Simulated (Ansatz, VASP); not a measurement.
**Pt in VASP and in Ansatz**

The input INCAR:

```
PREC = Accurate
ENCUT = 520
EDIFF = 1E-6
ISMEAR = 0
SIGMA = 0.1
LREAL = F
LASPH = T
NELM = 80
ALGO = Normal
ISIF = 2
LWAVE = F
LCHARG = F
LDIPOL = T
IDIPOL = 3
DIPOL = 0.5 0.5 0.500
GGA = CA
NBANDS = 33
```

The input KPOINTS:

```
Automatic mesh
0
Gamma
  15 15 1
```

Contents of POSCAR:

```
Pt
1.0
    2.7861568203      0.0000000000      0.0000000000
   -1.3930784101      2.4128825853      0.0000000000
    0.0000000000      0.0000000000     24.0995500708
Pt
5
Direct
    0.6666666667      0.3333333333      0.3112091295
    0.3333333333      0.6666666667      0.4056045648
    0.0000000000      0.0000000000      0.5000000000
    0.6666666667      0.3333333333      0.5943954352
    0.3333333333      0.6666666667      0.6887908705
```

Input for Ansatz:

```yaml
crystal:
  lattice:
    - [2.7861568203, 0.0, 0.0]
    - [-1.3930784101, 2.4128825853, 0.0]
    - [0.0, 0.0, 24.0995500708]
  atoms:
    - { symbol: Pt, position: [0.6666666667, 0.3333333333, 0.3112091295] }
    - { symbol: Pt, position: [0.3333333333, 0.6666666667, 0.4056045648] }
    - { symbol: Pt, position: [0.0, 0.0, 0.5] }
    - { symbol: Pt, position: [0.6666666667, 0.3333333333, 0.5943954352] }
    - { symbol: Pt, position: [0.3333333333, 0.6666666667, 0.6887908705] }
basis:
  ecutwfc: 420
kpoints:
  mp_grid: { grid: [15, 15, 1] }
hamiltonian:
  xc: lda
scf:
  occupations: { method: gaussian, width: 0.1 }
output:
  forces: true
  stress: true
  eigenvalues: true
  write_density: true
  write_potential: true
  elf: true
  volumetric_format: npy
efield:
  axis: 3
  dipole_correction: true
  ramp_width: 0.04
```

Alike in both runs: task single point; functional LDA; k mesh 15 × 15 × 1; occupations gaussian, width 0.1 eV; no spin polarisation.

```csv
,VASP,Ansatz
version,VASP 6.6.1,Ansatz 0.2.0
potentials or method,"VASP PAW LDA potentials, release 64 (Pt), cutoff 520 eV","scalar-relativistic, plane waves, PAW"
valence electrons in the cell,50,90
```

```csv
,VASP,Ansatz,Ansatz less VASP
gap on the k mesh at the Fermi level (eV),none,none,-
rms of the force components (eV/Å),0.132,0.140,+0.0077
```

LDA's correlation is that of Perdew and Zunger in VASP and of Perdew and Wang (1992) in Ansatz. Atom by atom the forces differ by 0.008 eV/Å (rms over components). A gap of «none» marks a metal or a gap that the smearing closes. VASP's potentials hold 50 valence electrons a cell and Ansatz's 90, so a difference there can come from the potentials and not from the codes. Ansatz's warnings: xc potential rough in thin density.

Spin-orbit coupling is off throughout.
